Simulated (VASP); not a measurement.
# Cu (C2/m) in VASP: further runs

Runs on Cu. Level: PBE. Tasks: single point.

Everything below comes from runs of VASP 6.6.1. Logs are shortened: lines on timing, memory, paths and dates and some standing lists are left out, and cuts for length are marked.

## 1. The cell of the first run

It takes space group C2/m (No. 12, monoclinic). The conventional cell has a = 4.447 Å, b = 2.567 Å, c = 4.192 Å, α = 90.00°, β = 90.00°, γ = 90.00°. Within 3.0 Å of Cu (site symmetry m) lie 12 Cu at 2.24 to 2.86 Å.

## 2. Single point, PBE (atoms displaced along several vibrational modes)

Contents of INCAR:

```
SYSTEM = Cu
ALGO = Fast ; EDIFF = 1E-6
ENCUT = 520 ; GGA = PE
ISIF = 2 ; ISMEAR = 0
LASPH = .True. ; LCHARG = .True.
LELF = .True. ; LREAL = .False.
LVHAR = .True. ; LWAVE = .False.
NBANDS = 18 ; NELM = 60
PREC = Accurate ; SIGMA = 0.15
```

Contents of KPOINTS:

```
k-points
0
Gamma
  21 21 10
  0 0 0
```

Contents of POSCAR:

```
Cu
1.0
    2.5672412656      0.0000000000      0.0000000000
   -1.2836206328      2.2232961536      0.0000000000
    0.0000000000      0.0000000000      4.1920560930
Cu
2
Direct
    0.3504250734      0.7008501468      0.2149336753
    0.6495749266      0.2991498532      0.7850663247
```

Potentials or basis: VASP PAW PBE potentials, release 64 (Cu).

On the command line:

```console
cat potpaw_PBE.64/Cu/POTCAR > POTCAR
mpirun -np 1 vasp_std > vasp.out
```

OUTCAR:

```text
SYSTEM = Cu
   EDIFF = 1E-6
   ENCUT = 520
   GGA = PE
   ISIF = 2
   ISMEAR = 0
   LASPH = .True.
   LREAL = .False.
   NELM = 60
   PREC = Accurate

 ion  position               nearest neighbor table
   1  0.350  0.701  0.215-   2 2.24   2 2.39   2 2.39   2 2.74
   2  0.650  0.299  0.785-   1 2.24   1 2.39   1 2.39   1 2.74

  LATTYP: Found a hexagonal cell.
 ALAT       =     2.5672412656
 C/A-ratio  =     1.6329030501

  Lattice vectors:

 A1 = (   2.5672412656,   0.0000000000,   0.0000000000)
 A2 = (  -1.2836206328,   2.2232961536,   0.0000000000)
 A3 = (   0.0000000000,   0.0000000000,   4.1920560930)

Analysis of symmetry for initial positions (statically):
=====================================================================
 Subroutine PRICEL returns:
 Original cell was already a primitive cell.

 Routine SETGRP: Setting up the symmetry group for a
 hexagonal supercell.

 Subroutine GETGRP returns: Found  4 space group operations
 (whereof  4 operations were pure point group operations)
 out of a pool of 24 trial point group operations.

The static configuration has the point symmetry C_2h.

Analysis of symmetry for dynamics (positions and initial velocities):
=====================================================================
 Subroutine PRICEL returns:
 Original cell was already a primitive cell.

 Routine SETGRP: Setting up the symmetry group for a
 hexagonal supercell.

 Subroutine GETGRP returns: Found  4 space group operations
 (whereof  4 operations were pure point group operations)
 out of a pool of 24 trial point group operations.

The dynamic configuration has the point symmetry C_2h.

 Subroutine INISYM returns: Found  4 space group operations
 (whereof  4 operations are pure point group operations),
 and found     1 'primitive' translations

----------------------------------------------------------------------------------------

                                     Primitive cell

  volume of cell :      23.9272

  direct lattice vectors                    reciprocal lattice vectors
     2.567241266  0.000000000  0.000000000     0.389523187  0.224891317  0.000000000
    -1.283620633  2.223296154  0.000000000     0.000000000  0.449782634  0.000000000
     0.000000000  0.000000000  4.192056093     0.000000000  0.000000000  0.238546426

  length of vectors
     2.567241266  2.567241266  4.192056093     0.449782634  0.449782634  0.238546426

  position of ions in fractional coordinates (direct lattice)
     0.350425073  0.700850147  0.214933675
     0.649574927  0.299149853  0.785066325

  ion indices of the primitive-cell ions
   primitive index   ion index
                 1           1
                 2           2

----------------------------------------------------------------------------------------

 KPOINTS: k-points

Automatic generation of k-mesh.
 Grid dimensions read from file:
 generate k-points for:   21   21   10

 Generating k-lattice:

  Cartesian coordinates                     Fractional coordinates (reciprocal lattice)
     0.018548723  0.010709110  0.000000000     0.047619048  0.000000000  0.000000000
     0.000000000  0.021418221  0.000000000     0.000000000  0.047619048  0.000000000
     0.000000000  0.000000000  0.023854643     0.000000000  0.000000000  0.100000000

  Length of vectors
     0.021418221  0.021418221  0.023854643

  Shift w.r.t. Gamma in fractional coordinates (k-lattice)
     0.000000000  0.000000000  0.000000000

 Subroutine IBZKPT returns following result:
 ===========================================

 Found   1166 irreducible k-points:

 Following reciprocal coordinates:
            Coordinates               Weight
  0.000000  0.000000  0.000000      1.000000
  0.047619  0.000000  0.000000      4.000000
  0.000000  0.047619  0.000000      2.000000
  0.095238  0.000000  0.000000      4.000000
  0.000000  0.095238  0.000000      2.000000
  0.142857  0.000000  0.000000      4.000000
[... 16 lines left out ...]
 -0.095238  0.047619  0.000000      2.000000
  0.095238  0.047619  0.000000      4.000000
 [... further k-points ...]
   k-points           NKPTS =   1166   k-points in BZ     NKDIM =   1166   number of bands    NBANDS=     18
   number of dos      NEDOS =    301   number of ions     NIONS =      2
   total plane-waves  NPLWV =  12800
   dimension x,y,z NGX =    20 NGY =   20 NGZ =   32
   dimension x,y,z NGXF=    40 NGYF=   40 NGZF=   64
   ions per type =               2
   NGX,Y,Z   is equivalent  to a cutoff of  12.95, 12.95, 12.69 a.u.
   NGXF,Y,Z  is equivalent  to a cutoff of  25.90, 25.90, 25.38 a.u.
 SYSTEM =  Cu
   PREC   = accura    normal or accurate (medium, high low for compatibility)
   ISTART =      0    job   : 0-new  1-cont  2-samecut
   ICHARG =      2    charge: 1-file 2-atom 10-const
   ISPIN  =      1    spin polarized calculation?
   LNONCOLLINEAR =      F non collinear calculations
   LSORBIT =      F    spin-orbit coupling
   LASPH  =      T    aspherical Exc in radial PAW
   ENCUT  =  520.0 eV  38.22 Ry    6.18 a.u.   4.77  4.77  7.79*2*pi/ulx,y,z
   NELM   =     60;   NELMIN=  2; NELMDL= -5     # of ELM steps
   EDIFF  = 0.1E-05   stopping-criterion for ELM
   LREAL  =      F    real-space projection
[... 7 lines left out ...]
   TEBEG  =    0.0;   TEEND  =   0.0 temperature during run
   PSTRESS=    0.0 pullay stress
   NELECT =      22.0000    total number of electrons
   NUPDOWN=      -1.0000    fix difference up-down
   EMIN   =  10.00;   EMAX   =-10.00  energy-range for DOS
   EFERMI =   0.00;   METHOD = LEGACY
   ISMEAR =     0;   SIGMA  =   0.15  broadening in eV -4-tet -1-fermi 0-gaus
   EFERMI_NEDOS =   21; number of points for ismear=-14 and -15
   IALGO  =     68    algorithm
   IMIX   =      4    mixing-type and parameters
     AMIX     =   0.40;   BMIX     =  1.00
     AMIX_MAG =   1.60;   BMIX_MAG =  1.00
  volume/ion in A,a.u.               =      11.96        80.73
  Fermi-wavevector in a.u.,A,eV,Ry     =   1.591911  3.008275 34.479607  2.534180
  Thomas-Fermi vector in A             =   2.690378
   LORBIT       =      0    0 simple, 1 ext, 2 COOP (PROOUT), +10 PAW based schemes
   GGA     = PE    functional components
   LHFCALC =     F    Hartree Fock is set to
   AEXX    =    0.0000 exact exchange contribution
   IVDW    =     0    specifies the selected vdW correction
   LEPSILON=     F    determine dielectric tensor
   LRPA    =     F    only Hartree local field effects (RPA)
 non-spin polarized calculation
 RMM-DIIS sequential band-by-band and
 Gauss-broadening in eV      SIGMA  =   0.15
  energy-cutoff  :      520.00
  volume of cell :       23.93
 maximum number of plane-waves:       664
   NGX =  9   NGY =  9   NGZ = 15

 number of electron      21.9999996 magnetization

 Free energy of the ion-electron system (eV)
  ---------------------------------------------------
  ext. energy  EPLUGINS =         0.00000000
  ---------------------------------------------------
  free energy    TOTEN  =        -7.08948723 eV

  energy without entropy =       -7.08137564  energy(sigma->0) =       -7.08543144

 E-fermi :   7.4666     XC(G=0): -12.6030

 val. band max:        7.4649467993   @ k =   0.3333   0.1905   0.1000
 cond. band min:       7.4666994142   @ k =  -0.2857  -0.2381   0.1000
 fundamental gap:      0.0017526148
 Fermi energy:         7.4666285943

 k-point     1 :       0.0000    0.0000    0.0000
  band No.  band energies     occupation
      1      -1.8900      2.00000
      2       2.2637      2.00000
      3       4.2370      2.00000
      4       4.3394      2.00000
      5       4.3579      2.00000
      6       4.4145      2.00000
[... 10 lines left out ...]
     17      30.3084      0.00000
     18      30.3317      0.00000

 k-point     2 :       0.0476    0.0000    0.0000
  band No.  band energies     occupation
      1      -1.8175      2.00000
      2       2.3042      2.00000
      3       4.2011      2.00000
      4       4.3431      2.00000
      5       4.3740      2.00000
      6       4.4107      2.00000
[... 10 lines left out ...]
     17      31.1531      0.00000
     18      32.1303      0.00000

 k-point     3 :       0.0000    0.0476    0.0000
  band No.  band energies     occupation
      1      -1.8172      2.00000
      2       2.3065      2.00000
      3       4.2079      2.00000
      4       4.3129      2.00000
      5       4.3787      2.00000
      6       4.4341      2.00000
[... 10 lines left out ...]
     17      30.8271      0.00000
     18      31.4958      0.00000

 k-point     4 :       0.0952    0.0000    0.0000
  band No.  band energies     occupation
      1      -1.6016      2.00000
      2       2.4197      2.00000
      3       4.0977      2.00000
      4       4.3522      2.00000
      5       4.3718      2.00000
      6       4.4598      2.00000
[... 10 lines left out ...]
     17      31.7863      0.00000
     18      32.2769      0.00000

 k-point     5 :       0.0000    0.0952    0.0000
  band No.  band energies     occupation
      1      -1.6003      2.00000
      2       2.4295      2.00000
      3       4.1240      2.00000
      4       4.2478      2.00000
      5       4.4312      2.00000
      6       4.4960      2.00000
[... 10 lines left out ...]
     17      31.5567      0.00000
     18      32.0035      0.00000

 k-point     6 :       0.1429    0.0000    0.0000
  band No.  band energies     occupation
      1      -1.2476      2.00000
      2       2.5906      2.00000
      3       3.9463      2.00000
      4       4.3228      2.00000
      5       4.3674      2.00000
      6       4.5643      2.00000
[... 307 lines left out ...]
 k-point    21 :       0.0000    0.4762    0.0000
  band No.  band energies     occupation
      1       2.5721      2.00000
      2       2.7436      2.00000
      3       3.0714      2.00000
      4       4.2889      2.00000
      5       4.3195      2.00000
      6       4.3883      2.00000
[... 10 lines left out ...]
     17      20.3997      0.00000
     18      26.2384      0.00000

 k-point    22 :       0.0476    0.0476    0.0000
  band No.  band energies     occupation
      1      -1.6726      2.00000
      2       2.3869      2.00000
      3       4.1440      2.00000
      4       4.2948      2.00000
      5       4.4212      2.00000
      6       4.4416      2.00000
[... 10 lines left out ...]
     17      30.5928      0.00000
     18      32.0970      0.00000

 k-point    23 :      -0.0952    0.0476    0.0000
  band No.  band energies     occupation
      1      -1.6736      2.00000
      2       2.3805      2.00000
      3       4.1256      2.00000
      4       4.3463      2.00000
      5       4.3787      2.00000
      6       4.4469      2.00000
[... 10 lines left out ...]
     17      31.5673      0.00000
     18      32.2631      0.00000

 k-point    24 :       0.0952    0.0476    0.0000
  band No.  band energies     occupation
      1      -1.3873      2.00000
      2       2.5327      2.00000
      3       4.0221      2.00000
      4       4.2832      2.00000
      5       4.4161      2.00000
      6       4.5092      2.00000
[... 10 lines left out ...]
     17      31.1826      0.00000
     18      31.4035      0.00000

 [... further k-points ...]

------------------------ aborting loop because EDIFF is reached ----------------------------------------

  FORCE on cell =-STRESS in cart. coord.  units (eV):
  Direction    XX          YY          ZZ          XY          YZ          ZX
  --------------------------------------------------------------------------------------
  -------------------------------------------------------------------------------------
  Total        0.5142481      1.3186361      2.3118935      0.0000000     -0.6337633      0.0000000
  in kB       34.4343761     88.2966989    154.8058302      0.0000000    -42.4371869      0.0000000
  external PRESSURE =      92.5123017 kB  Pullay stress =       0.0000000 kB

 VOLUME and BASIS-vectors are now :
 -----------------------------------------------------------------------------
  energy-cutoff  :      520.00
  volume of cell :       23.93
      direct lattice vectors                 reciprocal lattice vectors
     2.567241266  0.000000000  0.000000000     0.389523187  0.224891317  0.000000000
    -1.283620633  2.223296154  0.000000000     0.000000000  0.449782634  0.000000000
     0.000000000  0.000000000  4.192056093     0.000000000  0.000000000  0.238546426

 POSITION                                       TOTAL-FORCE (eV/Angst)
 -----------------------------------------------------------------------------------
     -0.00000      1.55820      0.90101        -0.000000     -0.428251      2.458183
      1.28362      0.66510      3.29104         0.000000      0.428251     -2.458183
 -----------------------------------------------------------------------------------
    total drift:                                0.000000      0.000000     -0.000000

  FREE ENERGIE OF THE ION-ELECTRON SYSTEM (eV)
  ---------------------------------------------------
  free  energy   TOTEN  =        -7.0894872322 eV

  energy  without entropy=       -7.0813756389  energy(sigma->0) =       -7.08543144
```

Wall time 13 min (1 thread of Intel Xeon 8259CL, shared host); peak memory 0.49 GiB.

What came out:

| Quantity | Value |
| --- | --- |
| Free energy | -7.0895 eV |
| Pressure | 9.3 GPa |
| Largest force | 2.495 eV/Å |
| Band gap on the k mesh | zero (bands 11 and 12 overlap by 5.72 eV) |

Forces on the atoms (eV/Å):
```
Cu   0.000 -0.428  2.458
Cu   0.000  0.428 -2.458
```

Caveat: the cell differs from its parent crystal (atoms displaced along several vibrational modes); the stress differs along the axes, from 3 to 15 GPa; forces of over 1 eV/Å act on the atoms, so gaps and moduli don't describe the material at rest.

## 3. Single point, PBE (atoms displaced along several vibrational modes)

Contents of INCAR:

```
SYSTEM = Cu
PREC     = Accurate       ! precision mode
ENCUT    = 520            ! plane-wave cutoff, eV
EDIFF    = 1E-6           ! SCF threshold, eV
ISMEAR   = 0              ! smearing method
SIGMA    = 0.15           ! smearing width, eV
LREAL    = .False.        ! projectors in reciprocal space
LASPH    = .True.         ! aspherical terms in the spheres
NELM     = 80             ! most SCF steps
ALGO     = Fast           ! electronic algorithm
ISIF     = 2              ! what is computed and relaxed
LWAVE    = .False.        ! write WAVECAR
LCHARG   = .False.        ! write CHGCAR
GGA      = PE             ! functional
NBANDS   = 18             ! bands
```

Contents of KPOINTS:

```
Automatic mesh
0
Gamma
  21 21 10
  0 0 0
```

Contents of POSCAR:

```
Cu
1.0
    2.5672412656      0.0000000000      0.0000000000
   -1.2836206328      2.2232961536      0.0000000000
    0.0000000000      0.0000000000      4.1920560930
Cu
2
Direct
    0.2991498532      0.5982997063      0.2324668377
    0.7008501468      0.4017002937      0.7675331623
```

Potentials or basis: VASP PAW PBE potentials, release 64 (Cu).

On the command line:

```console
cat potpaw_PBE.64/Cu/POTCAR > POTCAR
mpirun -np 1 vasp_std > vasp.out
```

OUTCAR:

```text
SYSTEM = Cu
   PREC = Accurate
   ENCUT = 520
   EDIFF = 1E-6
   ISMEAR = 0
   LREAL = .False.
   LASPH = .True.
   NELM = 80
   ISIF = 2
   GGA = PE

 ion  position               nearest neighbor table
   1  0.299  0.598  0.232-   2 2.37   2 2.37   2 2.62   2 2.62   2 2.64
   2  0.701  0.402  0.768-   1 2.37   1 2.37   1 2.62   1 2.62   1 2.64

  LATTYP: Found a hexagonal cell.
 ALAT       =     2.5672412656
 C/A-ratio  =     1.6329030501

  Lattice vectors:

 A1 = (   2.5672412656,   0.0000000000,   0.0000000000)
 A2 = (  -1.2836206328,   2.2232961536,   0.0000000000)
 A3 = (   0.0000000000,   0.0000000000,   4.1920560930)

Analysis of symmetry for initial positions (statically):
=====================================================================
 Subroutine PRICEL returns:
 Original cell was already a primitive cell.

 Routine SETGRP: Setting up the symmetry group for a
 hexagonal supercell.

 Subroutine GETGRP returns: Found  4 space group operations
 (whereof  4 operations were pure point group operations)
 out of a pool of 24 trial point group operations.

The static configuration has the point symmetry C_2h.

Analysis of symmetry for dynamics (positions and initial velocities):
[... 159 lines left out ...]

 E-fermi :   7.4600     XC(G=0): -12.6361

 val. band max:        7.4597270248   @ k =  -0.1429   0.4762   0.4000
 cond. band min:       7.4633514695   @ k =   0.3810  -0.3333   0.4000
 fundamental gap:      0.0036244447
 Fermi energy:         7.4600124792

 k-point     1 :       0.0000    0.0000    0.0000
  band No.  band energies     occupation
      1      -1.8411      2.00000
      2       2.3808      2.00000
      3       4.1817      2.00000
      4       4.3922      2.00000
      5       4.5668      2.00000
      6       4.5695      2.00000
[... 481 lines left out ...]
      5       4.4809      2.00000
      6       4.6631      2.00000
[... 10 lines left out ...]
     17      30.9972      0.00000
     18      31.6568      0.00000

 [... further k-points ...]

------------------------ aborting loop because EDIFF is reached ----------------------------------------

  FORCE on cell =-STRESS in cart. coord.  units (eV):
  Direction    XX          YY          ZZ          XY          YZ          ZX
  --------------------------------------------------------------------------------------
  -------------------------------------------------------------------------------------
  Total        0.7804978     -0.3853504      1.1157659      0.0000000      0.2643680      0.0000000
  in kB       52.2626171    -25.8033067     74.7123843      0.0000000     17.7022492      0.0000000
  external PRESSURE =      33.7238982 kB  Pullay stress =       0.0000000 kB

 VOLUME and BASIS-vectors are now :
 -----------------------------------------------------------------------------
  energy-cutoff  :      520.00
  volume of cell :       23.93
      direct lattice vectors                 reciprocal lattice vectors
     2.567241266  0.000000000  0.000000000     0.389523187  0.224891317  0.000000000
    -1.283620633  2.223296154  0.000000000     0.000000000  0.449782634  0.000000000
     0.000000000  0.000000000  4.192056093     0.000000000  0.000000000  0.238546426

 POSITION                                       TOTAL-FORCE (eV/Angst)
 -----------------------------------------------------------------------------------
      0.00000      1.33020      0.97451        -0.000000      0.253596      1.171762
      1.28362      0.89310      3.21754         0.000000     -0.253596     -1.171762
 -----------------------------------------------------------------------------------
    total drift:                                0.000000     -0.000000     -0.000000

  FREE ENERGIE OF THE ION-ELECTRON SYSTEM (eV)
  ---------------------------------------------------
  free  energy   TOTEN  =        -7.3177410277 eV

  energy  without entropy=       -7.3107374625  energy(sigma->0) =       -7.31423925
```

stdout:

```text
POSCAR found type information on POSCAR Cu
 POSCAR found :  1 types and       2 ions
 scaLAPACK will be used
 LDA part: xc-table for (Slater+PW92), standard interpolation
 POSCAR, INCAR and KPOINTS ok, starting setup
 FFT: planning ... GRIDC
 FFT: planning ... GRID_SOFT
 FFT: planning ... GRID
 WAVECAR not read
 entering main loop
WARNING in EDDRMM: call to ZHEGV failed, returncode =   6  3     16
WARNING in EDDRMM: call to ZHEGV failed, returncode =   6  3     18
WARNING in EDDRMM: call to ZHEGV failed, returncode =   6  3     16
WARNING in EDDRMM: call to ZHEGV failed, returncode =   6  3     16
WARNING in EDDRMM: call to ZHEGV failed, returncode =   8  4     17
WARNING in EDDRMM: call to ZHEGV failed, returncode =   6  3     17
```

It took 13 min on 1 thread of Intel Xeon 8259CL, shared host; peak memory 0.49 GiB.

What came out:

| Item | Value |
| --- | --- |
| Free energy | -7.3177 eV |
| Pressure | 3.4 GPa |
| Largest force | 1.199 eV/Å |
| Band gap on the k mesh | zero (bands 11 and 12 overlap by 5.88 eV) |

Forces on the atoms (eV/Å):
```
Cu   0.000  0.254  1.172
Cu   0.000 -0.254 -1.172
```

Stress tensor (GPa, compression positive):
```
 5.23  0.00  0.00
 0.00 -2.58  1.77
 0.00  1.77  7.47
```

Caveat: the cell differs from its parent crystal (atoms displaced along several vibrational modes); the stress differs along the axes, from -3 to 7 GPa; forces of over 1 eV/Å act on the atoms, so gaps and moduli don't describe the material at rest.

(Part 1 of 2 ends here.)
